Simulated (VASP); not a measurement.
# Cs3Pt (Pm-3m) in VASP: a series of runs, part 2 of 2

VASP 6.6.1. The steps go on from the part before.

## (4) Single point, r2SCAN

POSCAR reads:

```
Cs3Pt
1.0
    5.7776530000      0.0000000000      0.0000000000
    0.0000000000      5.7776530000      0.0000000000
    0.0000000000      0.0000000000      5.7776530000
Cs Pt
3 1
Direct
    0.0000000000      0.0000000000      0.5000000000
    0.0000000000      0.5000000000      0.0000000000
    0.5000000000      0.0000000000      0.0000000000
    0.5000000000      0.5000000000      0.5000000000
```

INCAR.step1 reads:

```
SYSTEM = Cs3Pt
ALGO = Normal
EDIFF = 1E-4
ENCUT = 520
GGA = PE
ISMEAR = 1
LASPH = .True.
LCHARG = .False.
LREAL = .False.
LWAVE = .True.
NBANDS = 26
NELM = 60
PREC = Accurate
SIGMA = 0.05
```

INCAR.step2 reads:

```
SYSTEM = Cs3Pt
ALGO = Normal
EDIFF = 1E-6
ENCUT = 520
ISIF = 2
ISMEAR = 1
ISTART = 1
LASPH = .True.
LCHARG = .True.
LELF = .True.
LMIXTAU = .True.
LREAL = .False.
LVHAR = .True.
LWAVE = .False.
METAGGA = R2SCAN
NBANDS = 26
NELM = 60
PREC = Accurate
SIGMA = 0.05
```

KPOINTS reads:

```
k-points
0
Gamma
  3 3 3
  0 0 0
```

Potentials or basis: VASP PAW PBE potentials, release 64 (Cs_sv, Pt).

The run is started by

```console
$ cat potpaw_PBE.64/Cs_sv/POTCAR potpaw_PBE.64/Pt/POTCAR > POTCAR
$ cp INCAR.step1 INCAR
$ mpirun -np 1 vasp_std > vasp.out
$ cp INCAR.step2 INCAR
$ mpirun -np 1 vasp_std > vasp.out
```

OUTCAR:

```text
SYSTEM = Cs3Pt
   EDIFF = 1E-6
   ENCUT = 520
   ISIF = 2
   ISMEAR = 1
   ISTART = 1
   LASPH = .True.
   LREAL = .False.
   METAGGA = R2SCAN
   NELM = 60
   PREC = Accurate

 ion  position               nearest neighbor table
   1  0.000  0.000  0.500-
   2  0.000  0.500  0.000-
   3  0.500  0.000  0.000-
   4  0.500  0.500  0.500-

  LATTYP: Found a simple cubic cell.
 ALAT       =     5.7776530000

  Lattice vectors:

 A1 = (   5.7776530000,   0.0000000000,   0.0000000000)
 A2 = (   0.0000000000,   5.7776530000,   0.0000000000)
 A3 = (   0.0000000000,   0.0000000000,   5.7776530000)

Analysis of symmetry for initial positions (statically):
=====================================================================
 Subroutine PRICEL returns:
 Original cell was already a primitive cell.

 Routine SETGRP: Setting up the symmetry group for a
 simple cubic supercell.

 Subroutine GETGRP returns: Found 48 space group operations
 (whereof 48 operations were pure point group operations)
 out of a pool of 48 trial point group operations.

The static configuration has the point symmetry O_h .

Analysis of symmetry for dynamics (positions and initial velocities):
=====================================================================
 Subroutine PRICEL returns:
 Original cell was already a primitive cell.

 Routine SETGRP: Setting up the symmetry group for a
 simple cubic supercell.

 Subroutine GETGRP returns: Found 48 space group operations
 (whereof 48 operations were pure point group operations)
 out of a pool of 48 trial point group operations.

The dynamic configuration has the point symmetry O_h .

 Subroutine INISYM returns: Found 48 space group operations
 (whereof 48 operations are pure point group operations),
 and found     1 'primitive' translations

----------------------------------------------------------------------------------------

                                     Primitive cell

  volume of cell :     192.8654

  direct lattice vectors                    reciprocal lattice vectors
     5.777653000  0.000000000  0.000000000     0.173080661  0.000000000  0.000000000
     0.000000000  5.777653000  0.000000000     0.000000000  0.173080661  0.000000000
     0.000000000  0.000000000  5.777653000     0.000000000  0.000000000  0.173080661

  length of vectors
     5.777653000  5.777653000  5.777653000     0.173080661  0.173080661  0.173080661

  position of ions in fractional coordinates (direct lattice)
     0.000000000  0.000000000  0.500000000
     0.000000000  0.500000000  0.000000000
     0.500000000  0.000000000  0.000000000
     0.500000000  0.500000000  0.500000000

  ion indices of the primitive-cell ions
   primitive index   ion index
                 1           1
                 2           2
                 3           3
                 4           4

----------------------------------------------------------------------------------------

 KPOINTS: k-points

Automatic generation of k-mesh.
 Grid dimensions read from file:
 generate k-points for:    3    3    3

 Generating k-lattice:

  Cartesian coordinates                     Fractional coordinates (reciprocal lattice)
     0.057693554  0.000000000  0.000000000     0.333333333  0.000000000  0.000000000
     0.000000000  0.057693554  0.000000000     0.000000000  0.333333333  0.000000000
     0.000000000  0.000000000  0.057693554     0.000000000  0.000000000  0.333333333

  Length of vectors
     0.057693554  0.057693554  0.057693554

  Shift w.r.t. Gamma in fractional coordinates (k-lattice)
     0.000000000  0.000000000  0.000000000

 Subroutine IBZKPT returns following result:
 ===========================================

 Found      4 irreducible k-points:

 Following reciprocal coordinates:
            Coordinates               Weight
  0.000000  0.000000  0.000000      1.000000
  0.333333  0.000000  0.000000      6.000000
  0.333333  0.333333  0.000000     12.000000
  0.333333  0.333333  0.333333      8.000000
   k-points           NKPTS =      4   k-points in BZ     NKDIM =      4   number of bands    NBANDS=     26
   number of dos      NEDOS =    301   number of ions     NIONS =      4
   total plane-waves  NPLWV = 110592
   dimension x,y,z NGX =    48 NGY =   48 NGZ =   48
   dimension x,y,z NGXF=    96 NGYF=   96 NGZF=   96
   ions per type =               3   1
   NGX,Y,Z   is equivalent  to a cutoff of  13.81, 13.81, 13.81 a.u.
   NGXF,Y,Z  is equivalent  to a cutoff of  27.62, 27.62, 27.62 a.u.
 SYSTEM =  Cs3Pt
   PREC   = accura    normal or accurate (medium, high low for compatibility)
   ISTART =      1    job   : 0-new  1-cont  2-samecut
   ICHARG =      0    charge: 1-file 2-atom 10-const
   ISPIN  =      1    spin polarized calculation?
   LNONCOLLINEAR =      F non collinear calculations
   LSORBIT =      F    spin-orbit coupling
   LASPH  =      T    aspherical Exc in radial PAW
   ENCUT  =  520.0 eV  38.22 Ry    6.18 a.u.  10.74 10.74 10.74*2*pi/ulx,y,z
   NELM   =     60;   NELMIN=  2; NELMDL=  0     # of ELM steps
   EDIFF  = 0.1E-05   stopping-criterion for ELM
   LREAL  =      F    real-space projection
   EDIFFG = 0.1E-04   stopping-criterion for IOM
   NSW    =      0    number of steps for IOM
   IBRION =     -1    ionic relax: 0-MD 1-quasi-New 2-CG
   NFREE  =      0    steps in history (QN), initial steepest desc. (CG)
   ISIF   =      2    stress and relaxation
   ISYM   =      2    0-nonsym 1-usesym 2-fastsym
   POTIM  = 0.5000    time-step for ionic-motion
   TEBEG  =    0.0;   TEEND  =   0.0 temperature during run
   PSTRESS=    0.0 pullay stress
   NELECT =      37.0000    total number of electrons
   NUPDOWN=      -1.0000    fix difference up-down
   EMIN   =  10.00;   EMAX   =-10.00  energy-range for DOS
   EFERMI =   0.00;   METHOD = LEGACY
   ISMEAR =     1;   SIGMA  =   0.05  broadening in eV -4-tet -1-fermi 0-gaus
   EFERMI_NEDOS =   21; number of points for ismear=-14 and -15
   IALGO  =     38    algorithm
   IMIX   =      4    mixing-type and parameters
     AMIX     =   0.40;   BMIX     =  1.00
     AMIX_MAG =   1.60;   BMIX_MAG =  1.00
  volume/ion in A,a.u.               =      48.22       325.38
  Fermi-wavevector in a.u.,A,eV,Ry     =   0.944185  1.784252 12.129405  0.891486
  Thomas-Fermi vector in A             =   2.071966
   LORBIT       =      0    0 simple, 1 ext, 2 COOP (PROOUT), +10 PAW based schemes
   METAGGA = R2SCAN    functional components
   LHFCALC =     F    Hartree Fock is set to
   AEXX    =    0.0000 exact exchange contribution
   IVDW    =     0    specifies the selected vdW correction
   LEPSILON=     F    determine dielectric tensor
   LRPA    =     F    only Hartree local field effects (RPA)
 non-spin polarized calculation
 Methfessel and Paxton  Order N= 1 SIGMA  =   0.05
  energy-cutoff  :      520.00
  volume of cell :      192.87
 maximum number of plane-waves:      5205
 NGX is ok and might be reduce to    48
   NGX = 21   NGY = 21   NGZ = 21

 number of electron      37.0000008 magnetization

 Free energy of the ion-electron system (eV)
  ---------------------------------------------------
  ext. energy  EPLUGINS =         0.00000000
  ---------------------------------------------------
  free energy    TOTEN  =      -125.77418501 eV

  energy without entropy =     -125.76881157  energy(sigma->0) =     -125.77239386

 E-fermi :   3.2421     XC(G=0):  -8.2429

 val. band max:        3.2391082279   @ k =   0.3333   0.3333   0.0000
 cond. band min:       3.3337946383   @ k =   0.3333   0.3333   0.3333
 fundamental gap:      0.0946864104
 Fermi energy:         3.2420941885

 k-point     1 :       0.0000    0.0000    0.0000
  band No.  band energies     occupation
      1     -21.7112      2.00000
      2     -21.4710      2.00000
      3     -21.4710      2.00000
      4      -8.6338      2.00000
      5      -8.6338      2.00000
      6      -8.6338      2.00000
[... 18 lines left out ...]
     25       6.2027      0.00000
     26       6.2027      0.00000

 k-point     2 :       0.3333    0.0000    0.0000
  band No.  band energies     occupation
      1     -21.6612      2.00000
      2     -21.5224      2.00000
      3     -21.4702      2.00000
      4      -8.5112      2.00000
      5      -8.5112      2.00000
      6      -8.4274      2.00000
[... 18 lines left out ...]
     25       6.1114      0.00000
     26       6.1432      0.00000

 k-point     3 :       0.3333    0.3333    0.0000
  band No.  band energies     occupation
      1     -21.6191      2.00000
      2     -21.5308      2.00000
      3     -21.5030      2.00000
      4      -8.6543      2.00000
      5      -8.3674      2.00000
      6      -8.3490      2.00000
[... 18 lines left out ...]
     25       5.6000      0.00000
     26       5.7931      0.00000

 k-point     4 :       0.3333    0.3333    0.3333
  band No.  band energies     occupation
      1     -21.5906      2.00000
      2     -21.5299      2.00000
      3     -21.5299      2.00000
      4      -8.9349      2.00000
      5      -8.3750      2.00000
      6      -8.3622      2.00000
[... 18 lines left out ...]
     25       5.7728      0.00000
     26       6.0375      0.00000

------------------------ aborting loop because EDIFF is reached ----------------------------------------

  FORCE on cell =-STRESS in cart. coord.  units (eV):
  Direction    XX          YY          ZZ          XY          YZ          ZX
  --------------------------------------------------------------------------------------
  -------------------------------------------------------------------------------------
  Total       -0.6910611     -0.6910611     -0.6910611      0.0000000      0.0000000     -0.0000000
  in kB       -5.7408034     -5.7408034     -5.7408034      0.0000000      0.0000000     -0.0000000
  external PRESSURE =      -5.7408034 kB  Pullay stress =       0.0000000 kB

 VOLUME and BASIS-vectors are now :
 -----------------------------------------------------------------------------
  energy-cutoff  :      520.00
  volume of cell :      192.87
      direct lattice vectors                 reciprocal lattice vectors
     5.777653000  0.000000000  0.000000000     0.173080661  0.000000000  0.000000000
     0.000000000  5.777653000  0.000000000     0.000000000  0.173080661  0.000000000
     0.000000000  0.000000000  5.777653000     0.000000000  0.000000000  0.173080661

 POSITION                                       TOTAL-FORCE (eV/Angst)
 -----------------------------------------------------------------------------------
      0.00000      0.00000      2.88883         0.000000      0.000000      0.000000
      0.00000      2.88883      0.00000         0.000000      0.000000      0.000000
      2.88883      0.00000      0.00000         0.000000      0.000000      0.000000
      2.88883      2.88883      2.88883         0.000000      0.000000      0.000000
 -----------------------------------------------------------------------------------
    total drift:                                0.000000     -0.000000      0.000000

  FREE ENERGIE OF THE ION-ELECTRON SYSTEM (eV)
  ---------------------------------------------------
  free  energy   TOTEN  =      -125.7741850085 eV

  energy  without entropy=     -125.7688115729  energy(sigma->0) =     -125.77239386
```

It took 1.8 min on 1 thread of AMD EPYC 7R13 (Zen 3), shared host; peak memory 0.33 GiB.

Results:

```yaml
Free_energy: -125.7742 eV
Pressure: -0.6 GPa
```

Caveat: the k points lie up to 0.36 Å⁻¹ apart; the PAW data sets were made with another functional, which shifts forces and pressure a little; spin-orbit coupling is left out, which moves the levels of the heavy elements.

## (5) Summary

| level | potentials or basis | gap on the mesh (eV) | pressure (GPa) |
| --- | --- | --- | --- |
| LDA | VASP PAW LDA potentials, release 64 (Cs_sv, Pt) | none | -2.0 |
| RPBE | VASP PAW PBE potentials, release 64 (Cs_sv, Pt) | none | 1.1 |
| r2SCAN | VASP PAW PBE potentials, release 64 (Cs_sv, Pt) | none | -0.6 |

Alike in all rows: task single point; no spin polarisation; cell as given; k mesh 3 × 3 × 3; cutoff (eV) 520; smearing methfessel-paxton 0.05 eV.

Caveats: all runs use coarse meshes; spin-orbit coupling is left out, which moves the levels of the heavy elements; the PAW data sets were made with another functional, which shifts forces and pressure a little (some runs).

Total energies depend on the potentials used, so only differences within one code and one set of settings carry meaning.
